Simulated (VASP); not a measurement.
CaHf:

```
Ca Hf
1.0
     0.00000    2.85896    2.85896
     2.85896    0.00000    2.85896
     2.85896    2.85896    0.00000
Ca Hf
1 1
Direct
  0.00000 0.00000 0.00000
  0.50000 0.50000 0.50000
```

| Quantity | Value |
| --- | --- |
| Program | VASP 6.6.1 |
| Task | relaxation of cell and atoms |
| Functional | PBE |
| Potentials or basis | VASP PAW PBE potentials, release 64 (Ca_sv, Hf_pv) |
| Cutoff | 600 eV |
| k mesh | 6 × 6 × 6 |
| Occupations | gaussian, width 0.1 eV |
| Spin | no spin polarisation |

At the start: pressure 13.5 GPa; volume 23.37 Å³/atom.

Task: Where does the relaxation end?

Result: Over 3 steps the energy falls by 283.3 meV/atom and the volume is 31.59 Å³/atom (+35.2 %); space group Fm-3m (No. 225, to 0.05 Å).

The path:
```
step  energy change (eV)  largest force (eV/Å)  pressure (GPa)  volume (Å³)
   1              0.0000                0.0000           13.52        46.74
   2             -0.5629                0.0000            0.77        61.38
   3             -0.5665                0.0000           -0.10        63.18
```

Final structure:
```xyz
2
Lattice="0.0000 3.1611 3.1611 3.1611 0.0000 3.1611 3.1611 3.1611 0.0000" Properties=species:S:1:pos:R:3 pbc="T T T"
Ca    0.0000    0.0000    0.0000
Hf    3.1611    3.1611    3.1611
```

Caveat: the volume moved by over 15 % at a fixed basis, so the end points are rough.
